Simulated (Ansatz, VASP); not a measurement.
# AlCo in VASP and in Ansatz

The input INCAR:

```
SYSTEM = AlCo
PREC = Accurate ; ENCUT = 520
EDIFF = 1E-6 ; ISMEAR = -1
SIGMA = 0.1 ; LREAL = .False.
LASPH = .True. ; NELM = 80
ALGO = Normal ; ISIF = 2
LWAVE = .False. ; LCHARG = .False.
GGA = PE ; NBANDS = 13
```

KPOINTS

```
Automatic mesh
0
Gamma
  4 4 4
  0 0 0
```

The input POSCAR:

```
AlCo
1.0
    2.8500000000      0.0000000000      0.0000000000
    0.0000000000      2.8500000000      0.0000000000
    0.0000000000      0.0000000000      2.8500000000
Co Al
1 1
Direct
    0.0121547425      0.0121547425      0.0121547425
    0.5000000000      0.5000000000      0.5000000000
```

Input for Ansatz:

```yaml
crystal:
  lattice:
    - [2.85, 0.0, 0.0]
    - [0.0, 2.85, 0.0]
    - [0.0, 0.0, 2.85]
  atoms:
    - { symbol: Co, position: [0.0121547425, 0.0121547425, 0.0121547425] }
    - { symbol: Al, position: [0.5, 0.5, 0.5] }
kpoints:
  mp_grid: { grid: [4, 4, 4] }
hamiltonian:
  xc: pbe
  pseudopotentials:
    kind: paw
    azcp:
      Al: "pseudopotentials/pbe/paw/ansatz_paw_generated_hard_1/Al.paw.azcp"
      Co: "pseudopotentials/pbe/paw/ansatz_paw_generated_hard_1/Co.paw.azcp"
scf:
  occupations: { method: fermi_dirac, width: 0.1 }
  convergence: { dr2_threshold: "1e-10 eV" }
output:
  forces: true
  stress: true
  eigenvalues: true
```

Alike in both runs: task single point; functional PBE; k mesh 4 × 4 × 4; occupations fermi-dirac, width 0.1 eV; no spin polarisation.

|  | VASP | Ansatz |
| --- | --- | --- |
| version | VASP 6.6.1 | Ansatz 0.2.0 development build |
| potentials or method | VASP PAW PBE potentials, release 64 (Co, Al) | plane waves, PAW datasets (generated hard set |
| plane-wave cutoff (eV) | 520 | 700 |
| valence electrons in the cell | 12 | 28 |

```tsv
	VASP	Ansatz	Ansatz less VASP
rms of the force components (eV/Å)	0.256	0.255	-0.0005
```

Atom by atom the forces differ by 0.000 eV/Å (rms over components). With one functional, cell and mesh, what is left measures potentials, basis and numerics. VASP's potentials hold 12 valence electrons a cell and Ansatz's 28, so a difference there can come from the potentials and not from the codes. Ansatz's warnings: cutoff auto derived.

The k mesh is coarse, so the values compare programs but aren't converged.
